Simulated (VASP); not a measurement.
# Nb (Im-3m) in VASP: a series of runs

Runs on Nb. Level: RPBE. Tasks: single point.

Program: VASP 6.6.1. These are calculated values, not measurements. Logs are shortened: lines on timing, memory, paths and dates and some standing lists are left out, and cuts for length are marked.

### Step 1. The cell of the first run

The structure is cubic, space group Im-3m (No. 229). Conventional cell: a = 3.373 Å, b = 3.373 Å, c = 3.373 Å, α = 90.00°, β = 90.00°, γ = 90.00°. Within 3.8 Å of Nb (site symmetry m-3m) lie 14 Nb at 2.92 to 3.37 Å.

### Step 2. Single point, RPBE (volume scaled by 1.04)

The input, INCAR:

```
SYSTEM = Nb
PREC = Accurate ; ENCUT = 520
EDIFF = 1E-6 ; ISMEAR = -1
SIGMA = 0.1 ; LREAL = .FALSE.
LASPH = .TRUE. ; NELM = 60
ALGO = Normal ; ISIF = 2
LWAVE = .FALSE. ; LCHARG = .FALSE.
GGA = RP ; NBANDS = 12
```

The input, KPOINTS:

```
Automatic mesh
0
G
  22 22 22
  0 0 0
```

The input, POSCAR:

```
Nb
1.0
   -1.6862883839      1.6862883839      1.6862883839
    1.6862883839     -1.6862883839      1.6862883839
    1.6862883839      1.6862883839     -1.6862883839
Nb
1
Direct
    0.0000000000      0.0000000000      0.0000000000
```

Potentials or basis: VASP PAW PBE potentials, release 64 (Nb_sv).

Command:

```
$ cat potpaw_PBE.64/Nb_sv/POTCAR > POTCAR
$ mpirun -np 1 vasp_std > vasp.out
```

OUTCAR:

```text
SYSTEM = Nb
   PREC = Accurate
   ENCUT = 520
   EDIFF = 1E-6
   ISMEAR = -1
   LREAL = .FALSE.
   LASPH = .TRUE.
   NELM = 60
   ISIF = 2
   GGA = RP

 ion  position               nearest neighbor table
   1  0.000  0.000  0.000-

  LATTYP: Found a body centered cubic cell.
 ALAT       =     3.3725767678

  Lattice vectors:

 A1 = (  -1.6862883839,   1.6862883839,   1.6862883839)
 A2 = (   1.6862883839,  -1.6862883839,   1.6862883839)
 A3 = (   1.6862883839,   1.6862883839,  -1.6862883839)

Analysis of symmetry for initial positions (statically):
=====================================================================
 Subroutine PRICEL returns:
 Original cell was already a primitive cell.

 Routine SETGRP: Setting up the symmetry group for a
 body centered cubic supercell.

 Subroutine GETGRP returns: Found 48 space group operations
 (whereof 48 operations were pure point group operations)
 out of a pool of 48 trial point group operations.

The static configuration has the point symmetry O_h .

Analysis of symmetry for dynamics (positions and initial velocities):
=====================================================================
 Subroutine PRICEL returns:
 Original cell was already a primitive cell.

 Routine SETGRP: Setting up the symmetry group for a
 body centered cubic supercell.

 Subroutine GETGRP returns: Found 48 space group operations
 (whereof 48 operations were pure point group operations)
 out of a pool of 48 trial point group operations.

The dynamic configuration has the point symmetry O_h .

 Subroutine INISYM returns: Found 48 space group operations
 (whereof 48 operations are pure point group operations),
 and found     1 'primitive' translations

----------------------------------------------------------------------------------------

                                     Primitive cell

  volume of cell :      19.1803

  direct lattice vectors                    reciprocal lattice vectors
    -1.686288384  1.686288384  1.686288384     0.000000000  0.296509188  0.296509188
     1.686288384 -1.686288384  1.686288384     0.296509188  0.000000000  0.296509188
     1.686288384  1.686288384 -1.686288384     0.296509188  0.296509188  0.000000000

  length of vectors
     2.920737157  2.920737157  2.920737157     0.419327316  0.419327316  0.419327316

  position of ions in fractional coordinates (direct lattice)
     0.000000000  0.000000000  0.000000000

  ion indices of the primitive-cell ions
   primitive index   ion index
                 1           1

----------------------------------------------------------------------------------------

 KPOINTS: Automatic mesh

Automatic generation of k-mesh.
 Grid dimensions read from file:
 generate k-points for:   22   22   22

 Generating k-lattice:

  Cartesian coordinates                     Fractional coordinates (reciprocal lattice)
     0.000000000  0.013477690  0.013477690     0.045454545  0.000000000  0.000000000
     0.013477690  0.000000000  0.013477690     0.000000000  0.045454545  0.000000000
     0.013477690  0.013477690  0.000000000     0.000000000  0.000000000  0.045454545

  Length of vectors
     0.019060333  0.019060333  0.019060333

  Shift w.r.t. Gamma in fractional coordinates (k-lattice)
     0.000000000  0.000000000  0.000000000

 Subroutine IBZKPT returns following result:
 ===========================================

 Found    328 irreducible k-points:

 Following reciprocal coordinates:
            Coordinates               Weight
  0.000000  0.000000  0.000000      1.000000
  0.045455  0.000000  0.000000     12.000000
  0.090909  0.000000  0.000000     12.000000
  0.136364  0.000000  0.000000     12.000000
  0.181818  0.000000  0.000000     12.000000
  0.227273  0.000000  0.000000     12.000000
[... 16 lines left out ...]
  0.090909  0.090909  0.000000     24.000000
  0.136364  0.090909 -0.000000     48.000000
 [... further k-points ...]
   k-points           NKPTS =    328   k-points in BZ     NKDIM =    328   number of bands    NBANDS=     12
   number of dos      NEDOS =    301   number of ions     NIONS =      1
   total plane-waves  NPLWV =  13824
   dimension x,y,z NGX =    24 NGY =   24 NGZ =   24
   dimension x,y,z NGXF=    48 NGYF=   48 NGZF=   48
   ions per type =               1
   NGX,Y,Z   is equivalent  to a cutoff of  13.66, 13.66, 13.66 a.u.
   NGXF,Y,Z  is equivalent  to a cutoff of  27.32, 27.32, 27.32 a.u.
 SYSTEM =  Nb
   PREC   = accura    normal or accurate (medium, high low for compatibility)
   ISTART =      0    job   : 0-new  1-cont  2-samecut
   ICHARG =      2    charge: 1-file 2-atom 10-const
   ISPIN  =      1    spin polarized calculation?
   LNONCOLLINEAR =      F non collinear calculations
   LSORBIT =      F    spin-orbit coupling
   LASPH  =      T    aspherical Exc in radial PAW
   ENCUT  =  520.0 eV  38.22 Ry    6.18 a.u.   5.43  5.43  5.43*2*pi/ulx,y,z
   NELM   =     60;   NELMIN=  2; NELMDL= -5     # of ELM steps
   EDIFF  = 0.1E-05   stopping-criterion for ELM
   LREAL  =      F    real-space projection
[... 7 lines left out ...]
   TEBEG  =    0.0;   TEEND  =   0.0 temperature during run
   PSTRESS=    0.0 pullay stress
   NELECT =      13.0000    total number of electrons
   NUPDOWN=      -1.0000    fix difference up-down
   EMIN   =  10.00;   EMAX   =-10.00  energy-range for DOS
   EFERMI =   0.00;   METHOD = LEGACY
   ISMEAR =    -1;   SIGMA  =   0.10  broadening in eV -4-tet -1-fermi 0-gaus
   EFERMI_NEDOS =   21; number of points for ismear=-14 and -15
   IALGO  =     38    algorithm
   IMIX   =      4    mixing-type and parameters
     AMIX     =   0.40;   BMIX     =  1.00
     AMIX_MAG =   1.60;   BMIX_MAG =  1.00
  volume/ion in A,a.u.               =      19.18       129.44
  Fermi-wavevector in a.u.,A,eV,Ry     =   1.438039  2.717500 28.136265  2.067957
  Thomas-Fermi vector in A             =   2.557050
   LORBIT       =      0    0 simple, 1 ext, 2 COOP (PROOUT), +10 PAW based schemes
   GGA     = RP    functional components
   LHFCALC =     F    Hartree Fock is set to
   AEXX    =    0.0000 exact exchange contribution
   IVDW    =     0    specifies the selected vdW correction
   LEPSILON=     F    determine dielectric tensor
   LRPA    =     F    only Hartree local field effects (RPA)
 non-spin polarized calculation
  energy-cutoff  :      520.00
  volume of cell :       19.18
 maximum number of plane-waves:       537
 NGX is ok and might be reduce to    24
   NGX = 11   NGY = 11   NGZ = 11

 number of electron      13.0000000 magnetization

 Free energy of the ion-electron system (eV)
  ---------------------------------------------------
  ext. energy  EPLUGINS =         0.00000000
  ---------------------------------------------------
  free energy    TOTEN  =        -9.71130093 eV

  energy without entropy =       -9.65970089  energy(sigma->0) =       -9.68550091

 E-fermi :  10.4193     XC(G=0): -12.1099

 val. band max:       10.4058375065   @ k =  -0.4545   0.4545   0.1364
 cond. band min:      10.4304473267   @ k =   0.0909   0.0455   0.0455
 fundamental gap:      0.0246098202
 Fermi energy:        10.4193257773

 k-point     1 :       0.0000    0.0000    0.0000
  band No.  band energies     occupation
      1     -44.0758      2.00000
      2     -19.4967      2.00000
      3     -19.4967      2.00000
      4     -19.4967      2.00000
      5       4.5920      2.00000
      6      10.7867      0.04951
      7      10.7867      0.04951
      8      10.7867      0.04951
      9      13.4942      0.00000
     10      13.4942      0.00000
     11      24.4281      0.00000
     12      24.4281      0.00000

 k-point     2 :       0.0455    0.0000    0.0000
  band No.  band energies     occupation
      1     -44.0720      2.00000
      2     -19.5207      2.00000
      3     -19.5041      2.00000
      4     -19.4969      2.00000
      5       4.6720      2.00000
      6      10.7382      0.07915
      7      10.7762      0.05485
      8      10.8618      0.02367
      9      13.4188      0.00000
     10      13.4945      0.00000
     11      24.4932      0.00000
     12      24.5660      0.00000

 k-point     3 :       0.0909    0.0000    0.0000
  band No.  band energies     occupation
      1     -44.0610      2.00000
      2     -19.5905      2.00000
      3     -19.5256      2.00000
      4     -19.4974      2.00000
      5       4.9055      2.00000
      6      10.6005      0.28084
      7      10.7347      0.08190
      8      11.0853      0.00256
      9      13.2357      0.00000
     10      13.4981      0.00000
     11      24.6602      0.00000
     12      24.9806      0.00000
[... 286 lines left out ...]
 k-point    23 :       0.0909    0.0909    0.0000
  band No.  band energies     occupation
      1     -44.0337      2.00000
      2     -19.7595      2.00000
      3     -19.5579      2.00000
      4     -19.5199      2.00000
      5       5.4857      2.00000
      6      10.3610      1.28386
      7      10.4570      0.81381
      8      11.7214      0.00000
      9      12.8891      0.00000
     10      13.5987      0.00000
     11      25.0974      0.00000
     12      25.6999      0.00000

 k-point    24 :       0.1364    0.0909   -0.0000
  band No.  band energies     occupation
      1     -44.0121      2.00000
      2     -19.8852      2.00000
      3     -19.5984      2.00000
      4     -19.5271      2.00000
      5       5.9392      2.00000
      6      10.1374      1.88741
      7      10.2781      1.60836
      8      12.2479      0.00000
      9      12.7665      0.00000
     10      13.6876      0.00000
     11      25.2622      0.00000
     12      25.8926      0.00000

 [... further k-points ...]

------------------------ aborting loop because EDIFF is reached ----------------------------------------

  FORCE on cell =-STRESS in cart. coord.  units (eV):
  Direction    XX          YY          ZZ          XY          YZ          ZX
  --------------------------------------------------------------------------------------
  -------------------------------------------------------------------------------------
  Total       -0.7152471     -0.7152471     -0.7152471     -0.0000000      0.0000000     -0.0000000
  in kB      -59.7463210    -59.7463210    -59.7463210     -0.0000000      0.0000000     -0.0000000
  external PRESSURE =     -59.7463210 kB  Pullay stress =       0.0000000 kB

 VOLUME and BASIS-vectors are now :
 -----------------------------------------------------------------------------
  energy-cutoff  :      520.00
  volume of cell :       19.18
      direct lattice vectors                 reciprocal lattice vectors
    -1.686288384  1.686288384  1.686288384     0.000000000  0.296509188  0.296509188
     1.686288384 -1.686288384  1.686288384     0.296509188  0.000000000  0.296509188
     1.686288384  1.686288384 -1.686288384     0.296509188  0.296509188  0.000000000

 POSITION                                       TOTAL-FORCE (eV/Angst)
 -----------------------------------------------------------------------------------
      0.00000      0.00000      0.00000         0.000000     -0.000000      0.000000
 -----------------------------------------------------------------------------------
    total drift:                                0.000000      0.000000      0.000000

  FREE ENERGIE OF THE ION-ELECTRON SYSTEM (eV)
  ---------------------------------------------------
  free  energy   TOTEN  =        -9.7113009335 eV

  energy  without entropy=       -9.6597008902  energy(sigma->0) =       -9.68550091
```

It took 97 s on 1 thread of Intel Xeon 8259CL, shared host; peak memory 0.2 GiB.

What came out:

* Free energy: -9.7113 eV
* Pressure: -6.0 GPa

Levels at points of the mesh, in eV from the Fermi level:
| k point | band 4 | band 5 | band 6 | band 7 | band 8 | band 9 | band 10 | band 11 |
| --- | --- | --- | --- | --- | --- | --- | --- | --- |
| (0.00, 0.00, 0.00) | -29.92 | -5.83 | 0.37 | 0.37 | 0.37 | 3.07 | 3.07 | 14.01 |
| (0.50, 0.00, 0.00) | -29.92 | -3.48 | -1.49 | 1.97 | 3.07 | 3.70 | 5.85 | 11.09 |
| (0.50, 0.50, 0.50) | -30.68 | -3.38 | -3.38 | 5.16 | 5.16 | 5.16 | 8.55 | 8.55 |

Caveat: the PAW data sets were made with another functional, which shifts forces and pressure a little.

### Step 3. Single point, RPBE (volume scaled by 1.08)

The input, INCAR:

```
SYSTEM = Nb
PREC = Accurate
ENCUT = 520
EDIFF = 1E-6
ISMEAR = -1
SIGMA = 0.1
LREAL = .False.
LASPH = .True.
NELM = 100
ALGO = Normal
ISIF = 2
LWAVE = .False.
LCHARG = .False.
GGA = RP
NBANDS = 12
```

The input, KPOINTS:

```
Automatic mesh
0
Gamma
  22 22 22
  0 0 0
```

The input, POSCAR:

```
Nb
1.0
   -1.7076360727      1.7076360727      1.7076360727
    1.7076360727     -1.7076360727      1.7076360727
    1.7076360727      1.7076360727     -1.7076360727
Nb
1
Direct
    0.0000000000      0.0000000000      0.0000000000
```

Potentials or basis: VASP PAW PBE potentials, release 64 (Nb_sv).

Command:

```
$ cat potpaw_PBE.64/Nb_sv/POTCAR > POTCAR
$ mpirun -np 1 vasp_std > vasp.out
```

Run time: 77 s. Hardware: 1 thread of Intel Xeon 8259CL, shared host; peak memory 0.2 GiB.

The run converged. Its results:

* Free energy: -9.6726 eV
* Pressure: -10.9 GPa

Levels at points of the mesh, in eV from the Fermi level:
| k point | band 3 | band 4 | band 5 | band 6 | band 7 | band 8 | band 9 | band 10 | band 11 | band 12 |
| --- | --- | --- | --- | --- | --- | --- | --- | --- | --- | --- |
| (0.00, 0.00, 0.00) | -30.04 | -30.04 | -5.74 | 0.37 | 0.37 | 0.37 | 2.96 | 2.96 | 13.89 | 13.89 |
| (0.50, 0.00, 0.00) | -30.36 | -30.05 | -3.34 | -1.40 | 1.82 | 2.93 | 3.54 | 5.56 | 10.55 | 11.26 |
| (0.50, 0.50, 0.50) | -30.73 | -30.73 | -3.19 | -3.19 | 4.91 | 4.91 | 4.91 | 8.25 | 8.25 | 8.25 |

Caveat: the PAW data sets were made with another functional, which shifts forces and pressure a little.

### Step 4. Single point, RPBE (volume scaled by 1.12)

The input, INCAR:

```
PREC     = Accurate       # precision mode
ENCUT    = 520            # plane-wave cutoff, eV
EDIFF    = 1E-7           # SCF threshold, eV
ISMEAR   = -1             # smearing method
SIGMA    = 0.1            # smearing width, eV
LREAL    = F              # projectors in reciprocal space
LASPH    = T              # aspherical terms in the spheres
NELM     = 60             # most SCF steps
ALGO     = Normal         # electronic algorithm
ISIF     = 2              # what is computed and relaxed
LWAVE    = F              # write WAVECAR
LCHARG   = T              # write CHGCAR
GGA      = RP             # functional
LELF     = T              # ELF
LVHAR    = T            
NBANDS   = 12             # bands
```

The input, KPOINTS:

```
Automatic mesh
0
Gamma
  22 22 22
```

The input, POSCAR:

```
Nb
1.0
   -1.7284629555      1.7284629555      1.7284629555
    1.7284629555     -1.7284629555      1.7284629555
    1.7284629555      1.7284629555     -1.7284629555
Nb
1
Direct
    0.0000000000      0.0000000000      0.0000000000
```

Command:

```
$ cat potpaw_PBE.64/Nb_sv/POTCAR > POTCAR
$ mpirun -np 1 vasp_std > vasp.out
```

Run time: 84 s. Hardware: 1 thread of Intel Xeon 8259CL, shared host; peak memory 0.2 GiB.

The run converged. Its results:

| Item | Value |
| --- | --- |
| Free energy | -9.6135 eV |
| Pressure | -14.9 GPa |

Levels at points of the mesh, in eV from the Fermi level:
```
           k point  band 4  band 5  band 6  band 7  band 8  band 9  band 10  band 11
(0.00, 0.00, 0.00)  -30.17   -5.66    0.36    0.36    0.36    2.84     2.84    13.77
(0.50, 0.00, 0.00)  -30.17   -3.21   -1.32    1.68    2.81    3.38     5.29    10.05
(0.50, 0.50, 0.50)  -30.77   -3.02   -3.02    4.68    4.68    4.68     7.98     7.98
```

Caveat: the PAW data sets were made with another functional, which shifts forces and pressure a little.

### Step 5. The runs side by side

```tsv
cell	gap on the mesh (eV)	pressure (GPa)
a = 2.921 Å, angles 109.5°, 1 atom	none	-6.0
a = 2.958 Å, angles 109.5°, 1 atom	none	-10.9
a = 2.994 Å, angles 109.5°, 1 atom	none	-14.9
```

Alike in all rows: task single point; level RPBE; potentials or basis VASP PAW PBE potentials, release 64 (Nb_sv); no spin polarisation; k mesh 22 × 22 × 22; cutoff (eV) 520; smearing fermi-dirac 0.1 eV.

Caveats: the PAW data sets were made with another functional, which shifts forces and pressure a little.

Absolute energies hang on the potentials; compare differences alone.
